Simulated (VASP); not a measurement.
# NaCl (Fm-3m) in VASP: single point with r2SCAN

Aim: the single point of NaCl with r2SCAN.

Program: VASP 6.6.1. These are calculated values, not measurements. Logs are shortened: lines on timing, memory, paths and dates and some standing lists are left out, and cuts for length are marked.

**1. The cell of the first run**

The structure is cubic, space group Fm-3m (No. 225). Conventional cell: a = 5.731 Å, b = 5.731 Å, c = 5.731 Å, α = 90.00°, β = 90.00°, γ = 90.00°. Na (site symmetry m-3m) has 6 Cl at 2.87 Å within 3.8 Å. Within 3.8 Å of Cl (site symmetry m-3m) lie 6 Na at 2.87 Å.

**2. Single point, r2SCAN**

POSCAR

```
NaCl
1.0
    0.0000000000      2.8655746500      2.8655746500
    2.8655746500      0.0000000000      2.8655746500
    2.8655746500      2.8655746500      0.0000000000
Na Cl
1 1
Direct
    0.0000000000      0.0000000000      0.0000000000
    0.5000000000      0.5000000000      0.5000000000
```

INCAR.step1

```
SYSTEM = NaCl
PREC = Accurate
ENCUT = 520
ISMEAR = -1
SIGMA = 0.1373
LREAL = .FALSE.
LASPH = .TRUE.
NELM = 100
NBANDS = 14
GGA = PE
ALGO = Normal
EDIFF = 1E-4
LWAVE = .TRUE.
LCHARG = .FALSE.
```

INCAR.step2

```
SYSTEM = NaCl
PREC = Accurate
ENCUT = 520
EDIFF = 1E-6
ISMEAR = -1
SIGMA = 0.1373
LREAL = .FALSE.
LASPH = .TRUE.
NELM = 100
ALGO = Normal
ISIF = 2
LWAVE = .FALSE.
LCHARG = .FALSE.
METAGGA = R2SCAN
LMIXTAU = .TRUE.
NBANDS = 14
ISTART = 1
```

KPOINTS

```
Automatic mesh
0
G
  8 8 8
  0 0 0
```

Potentials or basis: VASP PAW PBE potentials, release 64 (Na_pv, Cl).

The run is started by

```
$ cat potpaw_PBE.64/Na_pv/POTCAR potpaw_PBE.64/Cl/POTCAR > POTCAR
$ cp INCAR.step1 INCAR
$ mpirun -np 1 vasp_std > vasp.out
$ cp INCAR.step2 INCAR
$ mpirun -np 1 vasp_std > vasp.out
```

OUTCAR:

```text
SYSTEM = NaCl
   PREC = Accurate
   ENCUT = 520
   EDIFF = 1E-6
   ISMEAR = -1
   LREAL = .FALSE.
   LASPH = .TRUE.
   NELM = 100
   ISIF = 2
   METAGGA = R2SCAN
   ISTART = 1

 ion  position               nearest neighbor table
   1  0.000  0.000  0.000-
   2  0.500  0.500  0.500-

  LATTYP: Found a face centered cubic cell.
 ALAT       =     5.7311493000

  Lattice vectors:

 A1 = (   0.0000000000,   2.8655746500,   2.8655746500)
 A2 = (   2.8655746500,   0.0000000000,   2.8655746500)
 A3 = (   2.8655746500,   2.8655746500,   0.0000000000)

Analysis of symmetry for initial positions (statically):
=====================================================================
 Subroutine PRICEL returns:
 Original cell was already a primitive cell.

 Routine SETGRP: Setting up the symmetry group for a
 face centered cubic supercell.

 Subroutine GETGRP returns: Found 48 space group operations
 (whereof 48 operations were pure point group operations)
 out of a pool of 48 trial point group operations.

The static configuration has the point symmetry O_h .

Analysis of symmetry for dynamics (positions and initial velocities):
=====================================================================
 Subroutine PRICEL returns:
 Original cell was already a primitive cell.

 Routine SETGRP: Setting up the symmetry group for a
 face centered cubic supercell.

 Subroutine GETGRP returns: Found 48 space group operations
 (whereof 48 operations were pure point group operations)
 out of a pool of 48 trial point group operations.

The dynamic configuration has the point symmetry O_h .

 Subroutine INISYM returns: Found 48 space group operations
 (whereof 48 operations are pure point group operations),
 and found     1 'primitive' translations

----------------------------------------------------------------------------------------

                                     Primitive cell

  volume of cell :      47.0614

  direct lattice vectors                    reciprocal lattice vectors
     0.000000000  2.865574650  2.865574650    -0.174485072  0.174485072  0.174485072
     2.865574650  0.000000000  2.865574650     0.174485072 -0.174485072  0.174485072
     2.865574650  2.865574650  0.000000000     0.174485072  0.174485072 -0.174485072

  length of vectors
     4.052534534  4.052534534  4.052534534     0.302217010  0.302217010  0.302217010

  position of ions in fractional coordinates (direct lattice)
     0.000000000  0.000000000  0.000000000
     0.500000000  0.500000000  0.500000000

[... 85 lines left out ...]
   TEBEG  =    0.0;   TEEND  =   0.0 temperature during run
   PSTRESS=    0.0 pullay stress
   NELECT =      14.0000    total number of electrons
   NUPDOWN=      -1.0000    fix difference up-down
   EMIN   =  10.00;   EMAX   =-10.00  energy-range for DOS
   EFERMI =   0.00;   METHOD = LEGACY
   ISMEAR =    -1;   SIGMA  =   0.14  broadening in eV -4-tet -1-fermi 0-gaus
   EFERMI_NEDOS =   21; number of points for ismear=-14 and -15
   IALGO  =     38    algorithm
   IMIX   =      4    mixing-type and parameters
     AMIX     =   0.40;   BMIX     =  1.00
     AMIX_MAG =   1.60;   BMIX_MAG =  1.00
  volume/ion in A,a.u.               =      23.53       158.79
  Fermi-wavevector in a.u.,A,eV,Ry     =   1.092855  2.065196 16.249867  1.194332
  Thomas-Fermi vector in A             =   2.229129
   LORBIT       =      0    0 simple, 1 ext, 2 COOP (PROOUT), +10 PAW based schemes
   METAGGA = R2SCAN    functional components
   LHFCALC =     F    Hartree Fock is set to
   AEXX    =    0.0000 exact exchange contribution
   IVDW    =     0    specifies the selected vdW correction
   LEPSILON=     F    determine dielectric tensor
   LRPA    =     F    only Hartree local field effects (RPA)
 non-spin polarized calculation
  energy-cutoff  :      520.00
  volume of cell :       47.06
 maximum number of plane-waves:      1283
   NGX = 15   NGY = 15   NGZ = 15

 number of electron      13.9999995 magnetization

 Free energy of the ion-electron system (eV)
  ---------------------------------------------------
  ext. energy  EPLUGINS =         0.00000000
  ---------------------------------------------------
  free energy    TOTEN  =       -13.77112425 eV

  energy without entropy =      -13.77112425  energy(sigma->0) =      -13.77112425

 E-fermi :   1.6770     XC(G=0):  -8.4213

 val. band max:       -1.4305918434   @ k =   0.0000   0.0000   0.0000
 cond. band min:       4.2982525823   @ k =   0.0000   0.0000   0.0000
 fundamental gap:      5.7288444257
 Fermi energy:         1.6770298499

 k-point     1 :       0.0000    0.0000    0.0000
  band No.  band energies     occupation
      1     -23.0433      2.00000
      2     -23.0430      2.00000
      3     -23.0430      2.00000
      4     -14.5480      2.00000
      5      -1.4306      2.00000
      6      -1.4306      2.00000
      7      -1.4306      2.00000
      8       4.2983      0.00000
      9      10.2789      0.00000
     10      10.2790      0.00000
     11      10.2790      0.00000
     12      12.4692      0.00000
     13      12.4692      0.00000
     14      13.9524      0.00000
[... 377 lines left out ...]
      1     -23.0610      2.00000
      2     -23.0493      2.00000
      3     -23.0464      2.00000
      4     -14.2234      2.00000
      5      -2.9588      2.00000
      6      -2.1422      2.00000
      7      -1.8178      2.00000
      8       7.4561      0.00000
      9       8.8449      0.00000
     10       9.3712      0.00000
     11      10.9801      0.00000
     12      13.5016      0.00000
     13      14.8391      0.00000
     14      15.8055      0.00000

 [... further k-points ...]

------------------------ aborting loop because EDIFF is reached ----------------------------------------

  FORCE on cell =-STRESS in cart. coord.  units (eV):
  Direction    XX          YY          ZZ          XY          YZ          ZX
  --------------------------------------------------------------------------------------
  -------------------------------------------------------------------------------------
  Total       -0.5145659     -0.5145659     -0.5145659      0.0000000     -0.0000000      0.0000000
  in kB      -17.5180767    -17.5180767    -17.5180767      0.0000000     -0.0000000      0.0000000
  external PRESSURE =     -17.5180767 kB  Pullay stress =       0.0000000 kB

 VOLUME and BASIS-vectors are now :
 -----------------------------------------------------------------------------
  energy-cutoff  :      520.00
  volume of cell :       47.06
      direct lattice vectors                 reciprocal lattice vectors
     0.000000000  2.865574650  2.865574650    -0.174485072  0.174485072  0.174485072
     2.865574650  0.000000000  2.865574650     0.174485072 -0.174485072  0.174485072
     2.865574650  2.865574650  0.000000000     0.174485072  0.174485072 -0.174485072

 POSITION                                       TOTAL-FORCE (eV/Angst)
 -----------------------------------------------------------------------------------
      0.00000      0.00000      0.00000        -0.000000      0.000000      0.000000
      2.86557      2.86557      2.86557         0.000000     -0.000000     -0.000000
 -----------------------------------------------------------------------------------
    total drift:                                0.000000      0.000000      0.000000

  FREE ENERGIE OF THE ION-ELECTRON SYSTEM (eV)
  ---------------------------------------------------
  free  energy   TOTEN  =       -13.7711242537 eV

  energy  without entropy=      -13.7711242534  energy(sigma->0) =      -13.77112425
```

OUTCAR.step1:

```text
SYSTEM = NaCl
   PREC = Accurate
   ENCUT = 520
   ISMEAR = -1
   LREAL = .FALSE.
   LASPH = .TRUE.
[... 628 lines left out ...]
      0.00000      0.00000      0.00000         0.000000      0.000000      0.000000
      2.86557      2.86557      2.86557        -0.000000     -0.000000     -0.000000
 -----------------------------------------------------------------------------------
    total drift:                               -0.000000      0.000000      0.000000

  FREE ENERGIE OF THE ION-ELECTRON SYSTEM (eV)
  ---------------------------------------------------
  free  energy   TOTEN  =        -6.7768481154 eV

  energy  without entropy=       -6.7768481112  energy(sigma->0) =       -6.77684811
```

OSZICAR.step1:

```text
N       E                     dE             d eps       ncg     rms          rms(c)
DAV:   1     0.972901130880E+02    0.97290E+02   -0.70833E+03   812   0.996E+02
DAV:   2     0.126398867677E+01   -0.96026E+02   -0.88209E+02   912   0.256E+02
DAV:   3    -0.685182659206E+01   -0.81158E+01   -0.80614E+01  1022   0.712E+01
DAV:   4    -0.698231562537E+01   -0.13049E+00   -0.13042E+00   980   0.973E+00
DAV:   5    -0.698520137365E+01   -0.28857E-02   -0.28855E-02  1034   0.146E+00    0.214E+00
DAV:   6    -0.678260734727E+01    0.20259E+00   -0.34414E-01   992   0.329E+00    0.159E+00
DAV:   7    -0.677076497276E+01    0.11842E-01   -0.83353E-02  1098   0.161E+00    0.109E+00
DAV:   8    -0.677683274923E+01   -0.60678E-02   -0.10693E-02   944   0.863E-01    0.297E-01
DAV:   9    -0.677672009758E+01    0.11265E-03   -0.22117E-04   998   0.112E-01    0.174E-01
DAV:  10    -0.677686265819E+01   -0.14256E-03   -0.41139E-04   956   0.143E-01    0.799E-02
DAV:  11    -0.677684811537E+01    0.14543E-04   -0.22444E-05   628   0.409E-02
   1 F= -.67768481E+01 E0= -.67768481E+01  d E =-.420097E-08
```

Wall time 1.8 min (1 thread of Intel Xeon 8259CL, shared host); peak memory 0.17 GiB.

What came out:

```
Free energy            : -13.7711 eV
Pressure               : -1.8 GPa
Band gap on the k mesh : 5.73 eV
```

Levels at points of the mesh, in eV from the valence-band top:
```csv
k point,band 3,band 4,band 5,band 6,band 7,band 8,band 9,band 10,band 11,band 12
"(0.00, 0.00, 0.00)",-21.61,-13.12,0.00,0.00,0.00,5.73,11.71,11.71,11.71,13.90
"(0.50, 0.00, 0.00)",-21.61,-12.82,-1.78,-0.25,-0.25,7.85,11.22,11.65,11.65,15.65
"(0.50, 0.50, 0.00)",-21.62,-12.78,-1.56,-0.56,-0.56,8.30,8.65,11.85,15.47,15.47
```

Caveat: the PAW data sets were made with another functional, which shifts forces and pressure a little. r2SCAN opens gaps a little over a GGA but as a rule still falls short of measured ones.
